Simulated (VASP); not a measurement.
A run of VASP 6.6.1 is set up as follows.

File INCAR:

```
PREC = Accurate ; ENCUT = 600
EDIFF = 1E-7 ; ISMEAR = -1
SIGMA = 0.05 ; LREAL = F
LASPH = T ; NELM = 60
ALGO = Normal ; ISIF = 3
LWAVE = F ; LCHARG = F
GGA = PE ; IBRION = 2
NSW = 100 ; EDIFFG = -0.005
```

Contents of KPOINTS:

```
Automatic mesh
0
Gamma
  12 12 7
```

File POSCAR:

```
La
1.0
    3.4513664195      0.0000000000      0.0000000000
   -1.7256832097      2.9889709970      0.0000000000
    0.0000000000      0.0000000000      5.5912135996
La
2
Direct
    0.3333333333      0.6666666667      0.2500000000
    0.6666666667      0.3333333333      0.7500000000
```

Potentials or basis: VASP PAW PBE potentials, release 64 (La).

Launch:

```sh
$ cat potpaw_PBE.64/La/POTCAR > POTCAR
$ mpirun -np 1 vasp_std > vasp.out
```

Q: What does it give for the relaxed volume?

A: 37.74 Å³/atom.

Q: What does it give for the space group after relaxing (to 0.1 Å)?

A: P6_3/mmc (No. 194).

Q: What does it give for the relaxed cell?

A: a = 3.786 Å, b = 3.786 Å, c = 6.083 Å, α = 90.00°, β = 90.00°, γ = 120.00°.

Final structure:
```
CELL_PARAMETERS angstrom
3.78550 0.00000 0.00000
-1.89275 3.27834 0.00000
0.00000 0.00000 6.08266
ATOMIC_POSITIONS crystal
La 0.33333 0.66667 0.25000
La 0.66667 0.33333 0.75000
```

Caveat: the volume moved by over 15 % at a fixed basis, so the end points are rough.
